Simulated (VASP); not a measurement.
# Ti in VASP: settings compared

The runs below take Ti through relaxation of cell and atoms, single point, with RPBE, LDA, BLYP, PBEsol.

All numbers are computed with VASP 6.6.1; they aren't measurements. Logs are shortened: lines on timing, memory, paths and dates and some standing lists are left out, and cuts for length are marked.

### Step 1. The cell of the first run

The structure is cubic, space group Fm-3m (No. 225). Conventional cell: a = 4.060 Å, b = 4.060 Å, c = 4.060 Å, α = 90.00°, β = 90.00°, γ = 90.00°. Ti (site symmetry m-3m) has 12 Ti at 2.87 Å within 3.8 Å.

### Step 2. Relaxation of cell and atoms, RPBE

File INCAR:

```
ALGO = Normal
EDIFF = 1E-6
EDIFFG = -0.01
ENCUT = 600
GGA = RP
IBRION = 2
ISIF = 3
ISMEAR = -1
LASPH = True
LCHARG = False
LREAL = False
LWAVE = False
NELM = 80
NSW = 60
PREC = Accurate
SIGMA = 0.05
```

File KPOINTS:

```
k-points
0
Gamma
  11 11 11
```

File POSCAR:

```
Ti
1.0
    0.0000000000      2.0300000000      2.0300000000
    2.0300000000      0.0000000000      2.0300000000
    2.0300000000      2.0300000000      0.0000000000
Ti
1
Direct
    0.0000000000      0.0000000000      0.0000000000
```

Potentials or basis: VASP PAW PBE potentials, release 64 (Ti_sv).

Run with:

```sh
$ cat potpaw_PBE.64/Ti_sv/POTCAR > POTCAR
$ mpirun -np 1 vasp_std > vasp.out
```

OUTCAR:

```text
EDIFF = 1E-6
   EDIFFG = -0.01
   ENCUT = 600
   GGA = RP
   IBRION = 2
   ISIF = 3
   ISMEAR = -1
   LASPH = True
   LREAL = False
   NELM = 80
   NSW = 60
   PREC = Accurate

 ion  position               nearest neighbor table
   1  0.000  0.000  0.000-

  LATTYP: Found a face centered cubic cell.
 ALAT       =     4.0600000000

  Lattice vectors:

 A1 = (   0.0000000000,   2.0300000000,   2.0300000000)
 A2 = (   2.0300000000,   0.0000000000,   2.0300000000)
 A3 = (   2.0300000000,   2.0300000000,   0.0000000000)

Analysis of symmetry for initial positions (statically):
=====================================================================
 Subroutine PRICEL returns:
 Original cell was already a primitive cell.

 Routine SETGRP: Setting up the symmetry group for a
 face centered cubic supercell.

 Subroutine GETGRP returns: Found 48 space group operations
 (whereof 48 operations were pure point group operations)
 out of a pool of 48 trial point group operations.

The static configuration has the point symmetry O_h .

Analysis of symmetry for dynamics (positions and initial velocities):
=====================================================================
 Subroutine PRICEL returns:
 Original cell was already a primitive cell.

 Routine SETGRP: Setting up the symmetry group for a
 face centered cubic supercell.

 Subroutine GETGRP returns: Found 48 space group operations
 (whereof 48 operations were pure point group operations)
 out of a pool of 48 trial point group operations.

The dynamic configuration has the point symmetry O_h .

 Subroutine INISYM returns: Found 48 space group operations
 (whereof 48 operations are pure point group operations),
 and found     1 'primitive' translations

----------------------------------------------------------------------------------------

                                     Primitive cell

  volume of cell :      16.7309

  direct lattice vectors                    reciprocal lattice vectors
     0.000000000  2.030000000  2.030000000    -0.246305419  0.246305419  0.246305419
     2.030000000  0.000000000  2.030000000     0.246305419 -0.246305419  0.246305419
     2.030000000  2.030000000  0.000000000     0.246305419  0.246305419 -0.246305419

  length of vectors
     2.870853532  2.870853532  2.870853532     0.426613499  0.426613499  0.426613499

  position of ions in fractional coordinates (direct lattice)
     0.000000000  0.000000000  0.000000000

  ion indices of the primitive-cell ions
   primitive index   ion index
                 1           1

----------------------------------------------------------------------------------------

 KPOINTS: k-points

Automatic generation of k-mesh.
 Grid dimensions read from file:
 generate k-points for:   11   11   11

 Generating k-lattice:

  Cartesian coordinates                     Fractional coordinates (reciprocal lattice)
    -0.022391402  0.022391402  0.022391402     0.090909091  0.000000000  0.000000000
     0.022391402 -0.022391402  0.022391402     0.000000000  0.090909091  0.000000000
     0.022391402  0.022391402 -0.022391402     0.000000000  0.000000000  0.090909091

  Length of vectors
     0.038783045  0.038783045  0.038783045

  Shift w.r.t. Gamma in fractional coordinates (k-lattice)
     0.000000000  0.000000000  0.000000000

 Subroutine IBZKPT returns following result:
 ===========================================

 Found     56 irreducible k-points:

 Following reciprocal coordinates:
            Coordinates               Weight
  0.000000  0.000000  0.000000      1.000000
  0.090909  0.000000  0.000000      8.000000
  0.181818  0.000000  0.000000      8.000000
  0.272727  0.000000  0.000000      8.000000
  0.363636  0.000000  0.000000      8.000000
  0.454545  0.000000  0.000000      8.000000
[... 16 lines left out ...]
 -0.272727  0.181818  0.000000     24.000000
 -0.181818  0.181818  0.000000     12.000000
 [... further k-points ...]
   k-points           NKPTS =     56   k-points in BZ     NKDIM =     56   number of bands    NBANDS=     10
   number of dos      NEDOS =    301   number of ions     NIONS =      1
   total plane-waves  NPLWV =  13824
   dimension x,y,z NGX =    24 NGY =   24 NGZ =   24
   dimension x,y,z NGXF=    48 NGYF=   48 NGZF=   48
   ions per type =               1
   NGX,Y,Z   is equivalent  to a cutoff of  13.90, 13.90, 13.90 a.u.
   NGXF,Y,Z  is equivalent  to a cutoff of  27.80, 27.80, 27.80 a.u.
 SYSTEM =  unknown system
   PREC   = accura    normal or accurate (medium, high low for compatibility)
   ISTART =      0    job   : 0-new  1-cont  2-samecut
   ICHARG =      2    charge: 1-file 2-atom 10-const
   ISPIN  =      1    spin polarized calculation?
   LNONCOLLINEAR =      F non collinear calculations
   LSORBIT =      F    spin-orbit coupling
   LASPH  =      T    aspherical Exc in radial PAW
   ENCUT  =  600.0 eV  44.10 Ry    6.64 a.u.   5.73  5.73  5.73*2*pi/ulx,y,z
   NELM   =     80;   NELMIN=  2; NELMDL= -5     # of ELM steps
   EDIFF  = 0.1E-05   stopping-criterion for ELM
   LREAL  =      F    real-space projection
   EDIFFG = -.1E-01   stopping-criterion for IOM
   NSW    =     60    number of steps for IOM
   IBRION =      2    ionic relax: 0-MD 1-quasi-New 2-CG
   NFREE  =      1    steps in history (QN), initial steepest desc. (CG)
   ISIF   =      3    stress and relaxation
   ISYM   =      2    0-nonsym 1-usesym 2-fastsym
   POTIM  = 0.5000    time-step for ionic-motion
   TEBEG  =    0.0;   TEEND  =   0.0 temperature during run
   PSTRESS=    0.0 pullay stress
   NELECT =      12.0000    total number of electrons
   NUPDOWN=      -1.0000    fix difference up-down
   EMIN   =  10.00;   EMAX   =-10.00  energy-range for DOS
   EFERMI =   0.00;   METHOD = LEGACY
   ISMEAR =    -1;   SIGMA  =   0.05  broadening in eV -4-tet -1-fermi 0-gaus
   EFERMI_NEDOS =   21; number of points for ismear=-14 and -15
   IALGO  =     38    algorithm
   IMIX   =      4    mixing-type and parameters
     AMIX     =   0.40;   BMIX     =  1.00
     AMIX_MAG =   1.60;   BMIX_MAG =  1.00
  volume/ion in A,a.u.               =      16.73       112.91
  Fermi-wavevector in a.u.,A,eV,Ry     =   1.465421  2.769245 29.217967  2.147460
  Thomas-Fermi vector in A             =   2.581280
   LORBIT       =      0    0 simple, 1 ext, 2 COOP (PROOUT), +10 PAW based schemes
   GGA     = RP    functional components
   LHFCALC =     F    Hartree Fock is set to
   AEXX    =    0.0000 exact exchange contribution
   IVDW    =     0    specifies the selected vdW correction
   LEPSILON=     F    determine dielectric tensor
   LRPA    =     F    only Hartree local field effects (RPA)
 conjugate gradient relaxation of ions
 non-spin polarized calculation
  energy-cutoff  :      600.00
  volume of cell :       16.73
 maximum number of plane-waves:       568
   NGX = 11   NGY = 11   NGZ = 11

--------------------------------------- Ionic step        1  -------------------------------------------

 number of electron      12.0000002 magnetization

 Free energy of the ion-electron system (eV)
  ---------------------------------------------------
  ext. energy  EPLUGINS =         0.00000000
  ---------------------------------------------------
  free energy    TOTEN  =        -7.36353980 eV

  energy without entropy =       -7.35196372  energy(sigma->0) =       -7.35775176

------------------------ aborting loop because EDIFF is reached ----------------------------------------

  FORCE on cell =-STRESS in cart. coord.  units (eV):
  Direction    XX          YY          ZZ          XY          YZ          ZX
  --------------------------------------------------------------------------------------
  -------------------------------------------------------------------------------------
  Total        0.7550038      0.7550038      0.7550038      0.0000000      0.0000000     -0.0000000
  in kB       72.3005486     72.3005486     72.3005486      0.0000000      0.0000000     -0.0000000
  external PRESSURE =      72.3005486 kB  Pullay stress =       0.0000000 kB
[... 55 lines left out ...]
  energy  without entropy=       -7.3633468976  energy(sigma->0) =       -7.37072042

--------------------------------------- Ionic step        3  -------------------------------------------

 number of electron      11.9999998 magnetization

 Free energy of the ion-electron system (eV)
  ---------------------------------------------------
  ext. energy  EPLUGINS =         0.00000000
  ---------------------------------------------------
  free energy    TOTEN  =        -7.38778420 eV

  energy without entropy =       -7.37400108  energy(sigma->0) =       -7.38089264

 E-fermi :   8.0350     XC(G=0): -11.2597

 val. band max:        8.0295809063   @ k =   0.4545   0.0909   0.0000
 cond. band min:       8.0483479615   @ k =   0.1818   0.1818   0.0000
 fundamental gap:      0.0187670552
 Fermi energy:         8.0349532104

 k-point     1 :       0.0000    0.0000    0.0000
  band No.  band energies     occupation
      1     -48.8545      2.00000
      2     -24.6776      2.00000
      3     -24.6776      2.00000
      4     -24.6776      2.00000
      5       1.9948      2.00000
      6       8.9109      0.00000
      7       8.9109      0.00000
      8       8.9109      0.00000
      9      10.4901      0.00000
     10      10.4901      0.00000
[... 287 lines left out ...]
 k-point    24 :      -0.1818    0.1818    0.0000
  band No.  band energies     occupation
      1     -48.7835      2.00000
      2     -25.0113      2.00000
      3     -24.8153      2.00000
      4     -24.7167      2.00000
      5       4.4117      2.00000
      6       7.8821      1.91009
      7       8.8394      0.00000
      8       9.7586      0.00000
      9       9.7636      0.00000
     10      11.3863      0.00000

 [... further k-points ...]
[... 5 lines left out ...]
  --------------------------------------------------------------------------------------
  -------------------------------------------------------------------------------------
  Total       -0.0059150     -0.0059150     -0.0059150      0.0000000      0.0000000     -0.0000000
  in kB       -0.5306373     -0.5306373     -0.5306373      0.0000000      0.0000000     -0.0000000
  external PRESSURE =      -0.5306373 kB  Pullay stress =       0.0000000 kB
[... 16 lines left out ...]
  FREE ENERGIE OF THE ION-ELECTRON SYSTEM (eV)
  ---------------------------------------------------
  free  energy   TOTEN  =        -7.3877842030 eV

  energy  without entropy=       -7.3740010827  energy(sigma->0) =       -7.38089264

 reached required accuracy - stopping structural energy minimisation
```

It took 35 s on 1 thread of Intel Xeon 6975P-C, shared host; peak memory 0.15 GiB.

Results:

| Quantity | Value |
| --- | --- |
| Free energy | -7.3878 eV |
| Relaxed volume | 17.86 Å³/atom |
| Relaxed cell | a = 2.934 Å, b = 2.934 Å, c = 2.934 Å, α = 60.00°, β = 60.00°, γ = 60.00° |
| Space group after relaxing (to 0.05 Å) | Fm-3m (No. 225) |
| Energy gained by relaxing | 24.2 meV/atom |
| Ionic steps | 3 |
| Pressure after relaxing | -0.1 GPa |
| Band gap on the k mesh | zero (band 6 reaches 8.91 eV, above the bottom of band 7 at 7.78 eV) |

The path:
```
step  energy change (eV)  largest force (eV/Å)  pressure (GPa)  volume (Å³)
   1              0.0000                0.0000            7.23        16.73
   2             -0.0146                0.0000           -3.91        18.63
   3             -0.0242                0.0000           -0.05        17.86
```

Final structure:
```xyz
1
Lattice="0.0000 2.0747 2.0747 2.0747 0.0000 2.0747 2.0747 2.0747 0.0000" Properties=species:S:1:pos:R:3 pbc="T T T"
Ti    0.0000    0.0000    0.0000
```

Caveat: the PAW data sets were made with another functional, which shifts forces and pressure a little.

### Step 3. Relaxation of cell and atoms, LDA

File INCAR:

```
SYSTEM = Ti
PREC     = Accurate       ! precision mode
ENCUT    = 600            ! plane-wave cutoff, eV
EDIFF    = 1E-6           ! SCF threshold, eV
ISMEAR   = -1             ! smearing method
SIGMA    = 0.05           ! smearing width, eV
LREAL    = .False.        ! projectors in reciprocal space
LASPH    = .True.         ! aspherical terms in the spheres
NELM     = 60             ! most SCF steps
ALGO     = Normal         ! electronic algorithm
ISIF     = 3              ! what is computed and relaxed
LWAVE    = .False.        ! write WAVECAR
LCHARG   = .False.        ! write CHGCAR
GGA      = CA             ! functional
IBRION   = 2              ! ionic algorithm
NSW      = 60             ! ionic steps
EDIFFG   = -0.01          ! ionic threshold
```

File KPOINTS:

```
regular mesh
0
Gamma
  11 11 11
  0 0 0
```

POSCAR is that of step 2.

Potentials or basis: VASP PAW LDA potentials, release 64 (Ti_sv).

Run with:

```sh
$ cat potpaw_LDA.64/Ti_sv/POTCAR > POTCAR
$ mpirun -np 1 vasp_std > vasp.out
```

It took 30 s on 1 thread of Intel Xeon 6975P-C, shared host; peak memory 0.14 GiB.

The run converged. Its results:

| Quantity | Value |
| --- | --- |
| Free energy | -8.5111 eV |
| Relaxed volume | 15.97 Å³/atom |
| Relaxed cell | a = 2.827 Å, b = 2.827 Å, c = 2.827 Å, α = 60.00°, β = 60.00°, γ = 60.00° |
| Space group after relaxing (to 0.05 Å) | Fm-3m (No. 225) |
| Energy gained by relaxing | 13.0 meV/atom |
| Ionic steps | 3 |
| Pressure after relaxing | 0.0 GPa |
| Band gap on the k mesh | zero (band 6 reaches 9.80 eV, above the bottom of band 7 at 8.61 eV) |

Step by step:
| step | energy change (eV) | largest force (eV/Å) | pressure (GPa) | volume (Å³) |
| --- | --- | --- | --- | --- |
| 1 | 0.0000 | 0.0000 | -5.21 | 16.73 |
| 2 | -0.0061 | 0.0000 | 4.34 | 15.45 |
| 3 | -0.0130 | 0.0000 | 0.02 | 15.97 |

Final structure:
```yaml
crystal:
  lattice:
    - [0.00000, 1.99867, 1.99867]
    - [1.99867, 0.00000, 1.99867]
    - [1.99867, 1.99867, 0.00000]
  atoms:
    - { symbol: Ti, position: [0.00000, 0.00000, 0.00000] }
```

Levels at points of the mesh, in eV from the Fermi level:
| k point | band 2 | band 3 | band 4 | band 5 | band 6 | band 7 | band 8 | band 9 | band 10 |
| --- | --- | --- | --- | --- | --- | --- | --- | --- | --- |
| (0.00, 0.00, 0.00) | -31.99 | -31.99 | -31.99 | -6.20 | 0.90 | 0.90 | 0.90 | 2.70 | 2.70 |

[end of part 1 of 2]
